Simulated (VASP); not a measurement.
# CaZr3N2 (P-4m2) in VASP: a series of runs

The runs below take CaZr3N2 through single point, with PBE.

Everything below comes from runs of VASP 6.6.1. Logs are shortened: lines on timing, memory, paths and dates and some standing lists are left out, and cuts for length are marked.

## Step 1: The cell of the first run

The structure is tetragonal, space group P-4m2 (No. 115). Conventional cell: a = 3.432 Å, b = 3.432 Å, c = 7.521 Å, α = 90.00°, β = 90.00°, γ = 90.00°. Ca (site symmetry -4m2) has 4 Zr at 2.43 Å and 4 N at 2.64 Å within 3.2 Å. Zr (site symmetry -4m2) has 4 Ca at 2.43 Å and 4 N at 2.64 Å within 3.2 Å. Zr (site symmetry 2mm) has 5 N at 2.58 to 2.65 Å and 6 Zr at 3.01 to 3.35 Å and 2 Ca at 3.35 Å within 3.4 Å. Within 3.4 Å of N (site symmetry 2mm) lie 7 Zr at 2.58 to 2.65 Å and 2 Ca at 2.64 Å.

## Step 2: Single point, PBE

INCAR reads:

```
SYSTEM = CaZr3N2
PREC = Accurate
ENCUT = 520
EDIFF = 1E-6
ISMEAR = 0
SIGMA = 0.1
LREAL = .False.
LASPH = .True.
NELM = 80
ALGO = Normal
ISIF = 2
LWAVE = .False.
LCHARG = .False.
GGA = PE
NBANDS = 37
```

KPOINTS reads:

```
Automatic mesh
0
Gamma
  6 6 2
  0 0 0
```

POSCAR reads:

```
CaZr3N2
1.0
    3.4318547300      0.0000000000      0.0000000000
    0.0000000000      3.4318547300      0.0000000000
    0.0000000000      0.0000000000      7.5213587700
Ca Zr N
1 3 2
Direct
    0.0000000000      0.0000000000      0.0000000000
    0.5000000000      0.5000000000      0.0000000000
    0.0000000000      0.5000000000      0.3820000000
    0.5000000000      0.0000000000      0.6180000000
    0.0000000000      0.5000000000      0.7340000300
    0.5000000000      0.0000000000      0.2659999700
```

Potentials or basis: VASP PAW PBE potentials, release 64 (Ca_sv, Zr_sv, N).

On the command line:

```
$ cat potpaw_PBE.64/Ca_sv/POTCAR potpaw_PBE.64/Zr_sv/POTCAR potpaw_PBE.64/N/POTCAR > POTCAR
$ mpirun -np 1 vasp_std > vasp.out
```

OUTCAR:

```text
SYSTEM = CaZr3N2
   PREC = Accurate
   ENCUT = 520
   EDIFF = 1E-6
   ISMEAR = 0
   LREAL = .False.
   LASPH = .True.
   NELM = 80
   ISIF = 2
   GGA = PE

 ion  position               nearest neighbor table
   1  0.000  0.000  0.000-   2 2.43   2 2.43   2 2.43   2 2.43   3 3.35   4 3.35   4 3.35   3 3.35

   2  0.500  0.500  0.000-   1 2.43   1 2.43   1 2.43   1 2.43   6 2.64   6 2.64   5 2.64   5 2.64
                             3 3.35   3 3.35   4 3.35   4 3.35
   3  0.000  0.500  0.382-   6 2.58   6 2.58   6 2.58   6 2.58   5 2.65   4 3.01   4 3.01   4 3.01
                             4 3.01   1 3.35   2 3.35   1 3.35   2 3.35
   4  0.500  0.000  0.618-   5 2.58   5 2.58   5 2.58   5 2.58   6 2.65   3 3.01   3 3.01   3 3.01
                             3 3.01   2 3.35   2 3.35   1 3.35   1 3.35
   5  0.000  0.500  0.734-   4 2.58   4 2.58   4 2.58   4 2.58   2 2.64   2 2.64   3 2.65
   6  0.500  0.000  0.266-   3 2.58   3 2.58   3 2.58   3 2.58   2 2.64   2 2.64   4 2.65

  LATTYP: Found a simple tetragonal cell.
 ALAT       =     3.4318547300
 C/A-ratio  =     2.1916308707

  Lattice vectors:

 A1 = (   3.4318547300,   0.0000000000,   0.0000000000)
 A2 = (   0.0000000000,   3.4318547300,   0.0000000000)
 A3 = (   0.0000000000,   0.0000000000,   7.5213587700)

Analysis of symmetry for initial positions (statically):
=====================================================================
 Subroutine PRICEL returns:
 Original cell was already a primitive cell.

 Routine SETGRP: Setting up the symmetry group for a
 simple tetragonal supercell.

 Subroutine GETGRP returns: Found  8 space group operations
 (whereof  8 operations were pure point group operations)
 out of a pool of 16 trial point group operations.

The static configuration has the point symmetry D_2d.

Analysis of symmetry for dynamics (positions and initial velocities):
=====================================================================
 Subroutine PRICEL returns:
 Original cell was already a primitive cell.

 Routine SETGRP: Setting up the symmetry group for a
 simple tetragonal supercell.

 Subroutine GETGRP returns: Found  8 space group operations
 (whereof  8 operations were pure point group operations)
 out of a pool of 16 trial point group operations.

The dynamic configuration has the point symmetry D_2d.

 Subroutine INISYM returns: Found  8 space group operations
 (whereof  8 operations are pure point group operations),
 and found     1 'primitive' translations
[... 92 lines left out ...]
   ISPIN  =      1    spin polarized calculation?
   LNONCOLLINEAR =      F non collinear calculations
   LSORBIT =      F    spin-orbit coupling
   LASPH  =      T    aspherical Exc in radial PAW
   ENCUT  =  520.0 eV  38.22 Ry    6.18 a.u.   6.38  6.38 13.98*2*pi/ulx,y,z
   NELM   =     80;   NELMIN=  2; NELMDL= -5     # of ELM steps
   EDIFF  = 0.1E-05   stopping-criterion for ELM
   LREAL  =      F    real-space projection
[... 7 lines left out ...]
   TEBEG  =    0.0;   TEEND  =   0.0 temperature during run
   PSTRESS=    0.0 pullay stress
   NELECT =      56.0000    total number of electrons
   NUPDOWN=      -1.0000    fix difference up-down
   EMIN   =  10.00;   EMAX   =-10.00  energy-range for DOS
   EFERMI =   0.00;   METHOD = LEGACY
   ISMEAR =     0;   SIGMA  =   0.10  broadening in eV -4-tet -1-fermi 0-gaus
   EFERMI_NEDOS =   21; number of points for ismear=-14 and -15
   IALGO  =     38    algorithm
   IMIX   =      4    mixing-type and parameters
     AMIX     =   0.40;   BMIX     =  1.00
     AMIX_MAG =   1.60;   BMIX_MAG =  1.00
  volume/ion in A,a.u.               =      14.76        99.63
  Fermi-wavevector in a.u.,A,eV,Ry     =   1.405032  2.655125 26.859455  1.974114
  Thomas-Fermi vector in A             =   2.527534
   LORBIT       =      0    0 simple, 1 ext, 2 COOP (PROOUT), +10 PAW based schemes
   GGA     = PE    functional components
   LHFCALC =     F    Hartree Fock is set to
   AEXX    =    0.0000 exact exchange contribution
   IVDW    =     0    specifies the selected vdW correction
   LEPSILON=     F    determine dielectric tensor
   LRPA    =     F    only Hartree local field effects (RPA)
 non-spin polarized calculation
 Gauss-broadening in eV      SIGMA  =   0.10
  energy-cutoff  :      520.00
  volume of cell :       88.58
 maximum number of plane-waves:      2408
 NGX is ok and might be reduce to    28
   NGX = 13   NGY = 13   NGZ = 27

 number of electron      55.9999999 magnetization

 Free energy of the ion-electron system (eV)
  ---------------------------------------------------
  ext. energy  EPLUGINS =         0.00000000
  ---------------------------------------------------
  free energy    TOTEN  =       -42.89878164 eV

  energy without entropy =      -42.88830504  energy(sigma->0) =      -42.89354334

 E-fermi :   9.8458     XC(G=0): -11.9011

 val. band max:        9.8292166820   @ k =   0.5000   0.5000   0.0000
 cond. band min:       9.9171719334   @ k =   0.1667   0.0000   0.0000
 fundamental gap:      0.0879552515
 Fermi energy:         9.8457879072

 k-point     1 :       0.0000    0.0000    0.0000
  band No.  band energies     occupation
      1     -39.4821      2.00000
      2     -39.2829      2.00000
      3     -39.1936      2.00000
      4     -29.9911      2.00000
      5     -17.6974      2.00000
      6     -17.6974      2.00000
[... 789 lines left out ...]
     36      14.0862      0.00000
     37      14.0911      0.00000

------------------------ aborting loop because EDIFF is reached ----------------------------------------

  FORCE on cell =-STRESS in cart. coord.  units (eV):
  Direction    XX          YY          ZZ          XY          YZ          ZX
  --------------------------------------------------------------------------------------
  -------------------------------------------------------------------------------------
  Total        5.9090535      5.9090535     -8.3600712      0.0000000      0.0000000      0.0000000
  in kB      106.8745769    106.8745769   -151.2051078      0.0000000      0.0000000      0.0000000
  external PRESSURE =      20.8480153 kB  Pullay stress =       0.0000000 kB

 VOLUME and BASIS-vectors are now :
 -----------------------------------------------------------------------------
  energy-cutoff  :      520.00
  volume of cell :       88.58
      direct lattice vectors                 reciprocal lattice vectors
     3.431854730  0.000000000  0.000000000     0.291387625  0.000000000  0.000000000
     0.000000000  3.431854730  0.000000000     0.000000000  0.291387625  0.000000000
     0.000000000  0.000000000  7.521358770     0.000000000  0.000000000  0.132954700

 POSITION                                       TOTAL-FORCE (eV/Angst)
 -----------------------------------------------------------------------------------
      0.00000      0.00000      0.00000        -0.000000     -0.000000      0.000000
      1.71593      1.71593      0.00000        -0.000000      0.000000      0.000000
      0.00000      1.71593      2.87316        -0.000000     -0.000000     -2.335855
      1.71593      0.00000      4.64820        -0.000000     -0.000000      2.335855
      0.00000      1.71593      5.52068         0.000000     -0.000000     -0.715350
      1.71593      0.00000      2.00068        -0.000000     -0.000000      0.715350
 -----------------------------------------------------------------------------------
    total drift:                                0.000000      0.000000     -0.000000

  FREE ENERGIE OF THE ION-ELECTRON SYSTEM (eV)
  ---------------------------------------------------
  free  energy   TOTEN  =       -42.8987816420 eV

  energy  without entropy=      -42.8883050379  energy(sigma->0) =      -42.89354334
```

stdout:

```text
POSCAR found type information on POSCAR CaZrN
 POSCAR found :  3 types and       6 ions
 scaLAPACK will be used
 LDA part: xc-table for (Slater+PW92), standard interpolation
 POSCAR, INCAR and KPOINTS ok, starting setup
 FFT: planning ... GRIDC
 FFT: planning ... GRID_SOFT
 FFT: planning ... GRID
 WAVECAR not read
 entering main loop
```

Wall time 42 s (1 thread of Intel Xeon 6975P-C (Granite Rapids), shared host); peak memory 0.23 GiB.

What came out:

| Quantity | Value |
| --- | --- |
| Free energy | -42.8988 eV |
| Pressure | 2.1 GPa |
| Largest force | 2.336 eV/Å |
| Band gap on the k mesh | zero (band 28 reaches 10.16 eV, above the bottom of band 29 at 9.52 eV) |

Forces in eV/Å, atoms in the order of the input:
```
Ca   0.000  0.000  0.000
Zr   0.000  0.000  0.000
Zr   0.000  0.000 -2.336
Zr   0.000  0.000  2.336
N    0.000  0.000 -0.715
N    0.000  0.000  0.715
```

Stress tensor (GPa, compression positive):
```
 10.69   0.00   0.00
  0.00  10.69   0.00
  0.00   0.00 -15.12
```

Levels at points of the mesh, in eV from the Fermi level:
```csv
k point,band 26,band 27,band 28,band 29,band 30,band 31
"(0.00, 0.00, 0.00)",-2.45,-1.63,-1.58,-0.32,0.41,0.77
"(0.50, 0.00, 0.00)",-1.17,-0.77,0.15,1.26,1.30,1.81
"(0.50, 0.50, 0.00)",-1.28,-0.56,-0.56,-0.02,0.67,2.13
"(0.00, 0.00, 0.50)",-2.65,-1.58,-1.30,0.16,0.65,0.69
"(0.50, 0.00, 0.50)",-1.14,0.26,0.26,0.44,0.63,1.06
"(0.50, 0.50, 0.50)",-1.55,-1.30,-1.28,-0.04,0.67,2.82
```

Caveat: the k points lie up to 0.42 Å⁻¹ apart; forces of over 1 eV/Å act on the atoms, so gaps and moduli don't describe the material at rest.

## Step 3: Single point, PBE

This run uses another cell than the first one, of 14.95 Å³/atom, 1.013 times its volume.

INCAR reads:

```
SYSTEM = CaZr3N2
PREC     = Accurate       ! precision mode
ENCUT    = 520            ! plane-wave cutoff, eV
EDIFF    = 1E-6           ! SCF threshold, eV
ISMEAR   = 0              ! smearing method
SIGMA    = 0.1            ! smearing width, eV
LREAL    = .FALSE.        ! projectors in reciprocal space
LASPH    = .TRUE.         ! aspherical terms in the spheres
NELM     = 80             ! most SCF steps
ALGO     = Normal         ! electronic algorithm
ISIF     = 2              ! what is computed and relaxed
LWAVE    = .FALSE.        ! write WAVECAR
LCHARG   = .FALSE.        ! write CHGCAR
GGA      = PE             ! functional
NBANDS   = 37             ! bands
```

KPOINTS reads:

```
regular mesh
0
G
  6 6 2
  0 0 0
```

POSCAR reads:

```
CaZr3N2
1.0
    3.5786932087      0.0000000000      0.0000000000
    0.0000000000      3.5786932087      0.0000000000
    0.0000000000      0.0000000000      7.0035020445
Ca Zr N
1 3 2
Direct
    0.0000000000      0.0000000000      0.0000000000
    0.5000000000      0.5000000000      0.0000000000
    0.0000000000      0.5000000000      0.3701823492
    0.5000000000      0.0000000000      0.6298176508
    0.0000000000      0.5000000000      0.7197222128
    0.5000000000      0.0000000000      0.2802777872
```

Potentials or basis: VASP PAW PBE potentials, release 64 (Ca_sv, Zr_sv, N).

On the command line:

```
$ cat potpaw_PBE.64/Ca_sv/POTCAR potpaw_PBE.64/Zr_sv/POTCAR potpaw_PBE.64/N/POTCAR > POTCAR
$ mpirun -np 1 vasp_std > vasp.out
```

It took 42 s on 1 thread of Intel Xeon 6975P-C (Granite Rapids), shared host; peak memory 0.21 GiB.

Results (log left out):

| Item | Value |
| --- | --- |
| Free energy | -43.6734 eV |
| Pressure | 0.4 GPa |
| Largest force | 0.033 eV/Å |
| Band gap on the k mesh | zero (band 28 reaches 10.45 eV, above the bottom of band 29 at 9.56 eV) |

Forces on the atoms (eV/Å):
```
Ca   0.000  0.000  0.000
Zr   0.000  0.000  0.000
Zr   0.000  0.000 -0.003
Zr   0.000  0.000  0.003
N    0.000  0.000 -0.033
N    0.000  0.000  0.033
```

Stress tensor (GPa, compression positive):
```
0.43 0.00 0.00
0.00 0.43 0.00
0.00 0.00 0.23
```

Levels at points of the mesh, in eV from the Fermi level:
```tsv
k point	band 26	band 27	band 28	band 29	band 30	band 31
(0.00, 0.00, 0.00)	-2.66	-1.76	-1.26	-0.15	0.29	0.37
(0.50, 0.00, 0.00)	-0.97	-0.61	0.24	1.03	1.10	1.58
(0.50, 0.50, 0.00)	-1.66	-0.36	-0.36	0.07	0.62	2.42
(0.00, 0.00, 0.50)	-2.35	-1.24	-1.15	-0.17	-0.17	-0.15
(0.50, 0.00, 0.50)	-0.93	0.11	0.63	0.81	0.93	0.98
(0.50, 0.50, 0.50)	-1.41	-1.41	-1.40	-0.09	0.62	2.34
```

Caveat: the k points lie up to 0.45 Å⁻¹ apart.
